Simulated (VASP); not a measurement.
Set up this calculation in VASP 6.6.1, as the native input.

```yaml
Task: single point
Functional: PBE
Potentials_or_basis: VASP PAW PBE potentials, release 64 (W_sv)
Cutoff: 500 eV
k_mesh: 30 × 30 × 30
Occupations: gaussian, width 0.15 eV
Spin: no spin polarisation
Dipole_correction: no
Further_INCAR_settings: ALGO = Normal; EDIFF = 1e-06; NBANDS = 13
```

The structure of W lies in POSCAR:

```
W
1.0
   -1.5661009721      1.5661009721      1.6444060207
    1.5661009721     -1.5661009721      1.6444060207
    1.5661009721      1.5661009721     -1.6444060207
W
1
Direct
    0.0000000000      0.0000000000      0.0000000000
```

This cell differs from its parent crystal: ratio of the length along z to the lengths across it x 1.05, volume and fractional coordinates fixed.

The input as run:

INCAR

```
PREC     = Accurate       # precision mode
ENCUT    = 500            # plane-wave cutoff, eV
EDIFF    = 1E-6           # SCF threshold, eV
ISMEAR   = 0              # smearing method
SIGMA    = 0.15           # smearing width, eV
LREAL    = False          # projectors in reciprocal space
LASPH    = True           # aspherical terms in the spheres
NELM     = 120            # most SCF steps
ALGO     = Normal         # electronic algorithm
ISIF     = 2              # what is computed and relaxed
LWAVE    = False          # write WAVECAR
LCHARG   = False          # write CHGCAR
GGA      = PE             # functional
NBANDS   = 13             # bands
GGA_COMPAT= False
```

KPOINTS

```
Automatic mesh
0
Gamma
  30 30 30
```

Potentials or basis: VASP PAW PBE potentials, release 64 (W_sv).

The run is started by

```bash
$ cat potpaw_PBE.64/W_sv/POTCAR > POTCAR
$ mpirun -np 1 vasp_std > vasp.out
```

Results of the run:

```yaml
Pressure: 0.9 GPa
Band_gap_on_the_k_mesh: zero (bands 7 and 8 overlap by 5.87 eV)
```

Caveat: spin-orbit coupling is left out, which moves the levels of the heavy elements.

It took 2 min on 1 thread of AMD EPYC 9R45 96-Core Processor (Zen 5), on a shared host, peak memory 0.41 GiB.
